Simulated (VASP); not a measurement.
# Al4N5 in VASP: a series of runs, part 2 of 2

VASP 6.6.1. Earlier steps stand in the parts before.

### 4 Single point, PBE, collinear spin

File INCAR:

```
PREC = Accurate
ENCUT = 520
EDIFF = 1E-7
ISMEAR = 0
SIGMA = 0.05
LREAL = F
LASPH = T
NELM = 150
ALGO = Normal
ISIF = 2
LWAVE = F
LCHARG = F
ISPIN = 2
MAGMOM = 0 0 0 0 3 0 0 0 0
LORBIT = 11
LDIPOL = T
IDIPOL = 3
DIPOL = 0.5 0.5 0.367
GGA = PE
NBANDS = 32
```

File KPOINTS:

```
regular mesh
0
Gamma
  9 9 1
```

File POSCAR:

```
Al4N5
1.0
    3.1297683446      0.0000000000      0.0000000000
   -1.5648841723      2.7104588944      0.0000000000
    0.0000000000      0.0000000000     23.5622383296
N Al
5 4
Direct
    0.3333333333      0.6666666667      0.1697631585
    0.6666666667      0.3333333333      0.2762323142
    0.3333333333      0.6666666667      0.3850947236
    0.6666666667      0.3333333333      0.4903953008
    1.0000000000      1.0000000000      0.5715568742
    0.6666666667      0.3333333333      0.1949871942
    0.3333333333      0.6666666667      0.3014563499
    0.6666666667      0.3333333333      0.4056970604
    0.3333333333      0.6666666667      0.5119309193
```

Potentials or basis: VASP PAW PBE potentials, release 64 (N, Al).

Started as:

```console
cat potpaw_PBE.64/N/POTCAR potpaw_PBE.64/Al/POTCAR > POTCAR
mpirun -np 1 vasp_std > vasp.out
```

OUTCAR:

```text
PREC = Accurate
   ENCUT = 520
   EDIFF = 1E-7
   ISMEAR = 0
   LREAL = F
   LASPH = T
   NELM = 150
   ISIF = 2
   ISPIN = 2
   LORBIT = 11
   GGA = PE

 ion  position               nearest neighbor table
   1  0.333  0.667  0.170-   6 1.90   6 1.90   6 1.90
   2  0.667  0.333  0.276-   7 1.90   7 1.90   7 1.90   6 1.91
   3  0.333  0.667  0.385-   8 1.87   8 1.87   8 1.87   7 1.97
   4  0.667  0.333  0.490-   9 1.88   9 1.88   9 1.88   8 2.00
   5  0.000  0.000  0.572-   9 2.29   9 2.29   9 2.29
   6  0.667  0.333  0.195-   1 1.90   1 1.90   1 1.90   2 1.91   7 3.09   7 3.09   7 3.09
   7  0.333  0.667  0.301-   2 1.90   2 1.90   2 1.90   3 1.97   8 3.05   8 3.05   8 3.05   6 3.09
                             6 3.09   6 3.09
   8  0.667  0.333  0.406-   3 1.87   3 1.87   3 1.87   4 2.00   7 3.05   7 3.05   7 3.05   9 3.09
                             9 3.09   9 3.09
   9  0.333  0.667  0.512-   4 1.88   4 1.88   4 1.88   5 2.29   5 2.29   5 2.29   8 3.09   8 3.09
                             8 3.09

  LATTYP: Found a hexagonal cell.
 ALAT       =     3.1297683446
 C/A-ratio  =     7.5284288597

  Lattice vectors:

 A1 = (   3.1297683446,   0.0000000000,   0.0000000000)
 A2 = (  -1.5648841723,   2.7104588944,   0.0000000000)
 A3 = (   0.0000000000,   0.0000000000,  23.5622383296)

Analysis of symmetry for initial positions (statically):
=====================================================================
 Subroutine PRICEL returns:
 Original cell was already a primitive cell.

 Routine SETGRP: Setting up the symmetry group for a
 hexagonal supercell.

 Subroutine GETGRP returns: Found  6 space group operations
 (whereof  6 operations were pure point group operations)
 out of a pool of 24 trial point group operations.

The static configuration has the point symmetry C_3v.

Analysis of symmetry for dynamics (positions and initial velocities):
=====================================================================
 Subroutine PRICEL returns:
 Original cell was already a primitive cell.

 Routine SETGRP: Setting up the symmetry group for a
 hexagonal supercell.

 Subroutine GETGRP returns: Found  6 space group operations
 (whereof  6 operations were pure point group operations)
 out of a pool of 24 trial point group operations.

The dynamic configuration has the point symmetry C_3v.

Analysis of structural, dynamic, and magnetic symmetry:
=====================================================================
 Subroutine PRICEL returns:
 Original cell was already a primitive cell.

 Routine SETGRP: Setting up the symmetry group for a
 hexagonal supercell.

 Subroutine GETGRP returns: Found  6 space group operations
 (whereof  6 operations were pure point group operations)
 out of a pool of 24 trial point group operations.

The overall configuration has the point symmetry C_3v.

 Subroutine INISYM returns: Found  6 space group operations
 (whereof  6 operations are pure point group operations),
 and found     1 'primitive' translations

----------------------------------------------------------------------------------------

                                     Primitive cell

  volume of cell :     199.8810
[... 111 lines left out ...]
  volume/ion in A,a.u.               =      22.21       149.87
  Fermi-wavevector in a.u.,A,eV,Ry     =   0.933007  1.763128 11.843899  0.870502
  Thomas-Fermi vector in A             =   2.059664
   LORBIT       =     11    0 simple, 1 ext, 2 COOP (PROOUT), +10 PAW based schemes
   GGA     = PE    functional components
   LHFCALC =     F    Hartree Fock is set to
   AEXX    =    0.0000 exact exchange contribution
   IVDW    =     0    specifies the selected vdW correction
   LEPSILON=     F    determine dielectric tensor
   LRPA    =     F    only Hartree local field effects (RPA)
 spin polarized calculation
 Gauss-broadening in eV      SIGMA  =   0.05
  energy-cutoff  :      520.00
  volume of cell :      199.88
 maximum number of plane-waves:      5411
 NGX is ok and might be reduce to    24
   NGX = 11   NGY = 11   NGZ = 87

 dipolmoment           0.000000      0.000000      0.039470 electrons x Angstroem

 number of electron      37.0000000 magnetization       2.4091468

 dipolmoment           0.000000      0.000000     -0.031812 electrons x Angstroem

 Free energy of the ion-electron system (eV)
  ---------------------------------------------------
  ext. energy  EPLUGINS =         0.00000000
  ---------------------------------------------------
  free energy    TOTEN  =       -60.95679558 eV

  energy without entropy =      -60.94806034  energy(sigma->0) =      -60.95242796

 E-fermi :  -0.8989     XC(G=0):  -5.7053

 val. band max:       -0.9153539082   @ k =   0.4444   0.1111   0.0000
 cond. band min:      -0.8918376337   @ k =   0.2222   0.2222   0.0000
 fundamental gap:      0.0235162744
 Fermi energy:        -0.8989278858

 spin component 1

 k-point     1 :       0.0000    0.0000    0.0000
  band No.  band energies     occupation
      1     -17.1121      1.00000
      2     -16.5213      1.00000
      3     -15.7267      1.00000
      4     -14.3038      1.00000
      5     -14.0092      1.00000
      6      -7.1471      1.00000
[... 385 lines left out ...]
     29       9.4467      0.00000
     30       9.4605      0.00000
 Fermi energy:        -0.8989278858

 spin component 2

 k-point     1 :       0.0000    0.0000    0.0000
  band No.  band energies     occupation
      1     -16.8876      1.00000
      2     -16.1083      1.00000
      3     -15.5292      1.00000
      4     -13.9764      1.00000
      5     -12.1279      1.00000
      6      -6.9997      1.00000
[... 385 lines left out ...]
     29       9.4513      0.00000
     30       9.5057      0.00000
 [bands above 30 left out]

------------------------ aborting loop because EDIFF is reached ----------------------------------------

 vacuum level on the upper side and lower side of the slab       (xc-potential included)        -0.367         0.296

  FORCE on cell =-STRESS in cart. coord.  units (eV):
  Direction    XX          YY          ZZ          XY          YZ          ZX
  --------------------------------------------------------------------------------------
  -------------------------------------------------------------------------------------
  Total        0.1035030      0.1035030     -0.7808965      0.0000000      0.0000000      0.0000000
  in kB        0.8296441      0.8296441     -6.2593970      0.0000000      0.0000000      0.0000000
  external PRESSURE =      -1.5333696 kB  Pullay stress =       0.0000000 kB

 VOLUME and BASIS-vectors are now :
 -----------------------------------------------------------------------------
  energy-cutoff  :      520.00
  volume of cell :      199.88
      direct lattice vectors                 reciprocal lattice vectors
     3.129768345  0.000000000  0.000000000     0.319512465  0.184470608  0.000000000
    -1.564884172  2.710458894  0.000000000     0.000000000  0.368941216  0.000000000
     0.000000000  0.000000000 23.562238330     0.000000000  0.000000000  0.042440790

 POSITION                                       TOTAL-FORCE (eV/Angst)
 -----------------------------------------------------------------------------------
     -0.00000      1.80697      4.00000         0.000000     -0.000000      1.875544
      1.56488      0.90349      6.50865         0.000000     -0.000000      1.047042
     -0.00000      1.80697      9.07369         0.000000     -0.000000     -1.103500
      1.56488      0.90349     11.55481        -0.000000      0.000000     -2.363656
      0.00000      0.00000     13.46716        -0.000000     -0.000000      0.000477
      1.56488      0.90349      4.59433        -0.000000     -0.000000     -2.215724
     -0.00000      1.80697      7.10299        -0.000000      0.000000     -0.454067
      1.56488      0.90349      9.55913        -0.000000     -0.000000      1.230253
     -0.00000      1.80697     12.06224        -0.000000     -0.000000      1.983632
 -----------------------------------------------------------------------------------
    total drift:                                0.000000      0.000000     -0.000063

  FREE ENERGIE OF THE ION-ELECTRON SYSTEM (eV)
  ---------------------------------------------------
  free  energy   TOTEN  =       -60.9567955755 eV

  energy  without entropy=      -60.9480603442  energy(sigma->0) =      -60.95242796

 vacuum level on the upper side and lower side of the slab         5.979         6.654

 total charge

# of ion       s       p       d       tot
------------------------------------------
    1        1.256   2.439   0.000   3.696
    2        1.229   2.613   0.000   3.842
    3        1.225   2.634   0.000   3.860
    4        1.239   2.598   0.000   3.837
    5        1.333   2.071   0.000   3.404
    6        0.369   0.427   0.000   0.796
    7        0.362   0.424   0.000   0.786
    8        0.368   0.435   0.000   0.803
    9        0.353   0.404   0.000   0.757
--------------------------------------------------
tot          7.735  14.046   0.000  21.780

 magnetization (x)

# of ion       s       p       d       tot
------------------------------------------
    1        0.000   0.029   0.000   0.030
    2       -0.000   0.002   0.000   0.002
    3        0.001   0.016   0.000   0.018
    4        0.015   0.186   0.000   0.201
    5        0.037   1.382   0.000   1.419
    6       -0.001   0.002   0.000   0.001
    7        0.000   0.001   0.000   0.001
    8        0.002   0.006   0.000   0.008
    9       -0.010  -0.003   0.000  -0.014
--------------------------------------------------
tot          0.045   1.620   0.000   1.665
```

It took 15 min on 1 thread of Intel Xeon Platinum 8259CL at 2.50GHz (Skylake/Cascade Lake), shared host; peak memory 0.44 GiB.

What came out:

```
Free energy                                           : -60.9568 eV
Largest force                                         : 2.364 eV/Å
Net moment                                            : 2.41 μB per cell
Site moments                                          : N +0.03, +0.00, +0.02, +0.20, +1.42; Al +0.00, +0.01, -0.01 (each value once) μB
Valence electrons inside the program's atomic spheres : N 3.70, 3.84, 3.86, 3.40 (each value once); Al 0.80, 0.79, 0.76 (each value once)
```

Forces in eV/Å, atoms in the order of the input:
```
N    0.000  0.000  1.876
N    0.000  0.000  1.047
N    0.000  0.000 -1.103
N    0.000  0.000 -2.364
N    0.000  0.000  0.000
Al   0.000  0.000 -2.216
Al   0.000  0.000 -0.454
Al   0.000  0.000  1.230
Al   0.000  0.000  1.984
```

### 5 Overview

| cell | gap on the mesh (eV) | moment (μB) | largest force (eV/Å) |
| --- | --- | --- | --- |
| as given, atomic positions A | none | 2.38 | 2.25 |
| as given, atomic positions B | none | 0.36 | 4.73 |
| as given, atomic positions C | none | 2.41 | 2.36 |

Alike in all rows: task single point; level PBE; potentials or basis VASP PAW PBE potentials, release 64 (N, Al); spin collinear; k mesh 9 × 9 × 1; cutoff (eV) 520; smearing gaussian 0.05 eV.

Total energies depend on the potentials used, so only differences within one code and one set of settings carry meaning.
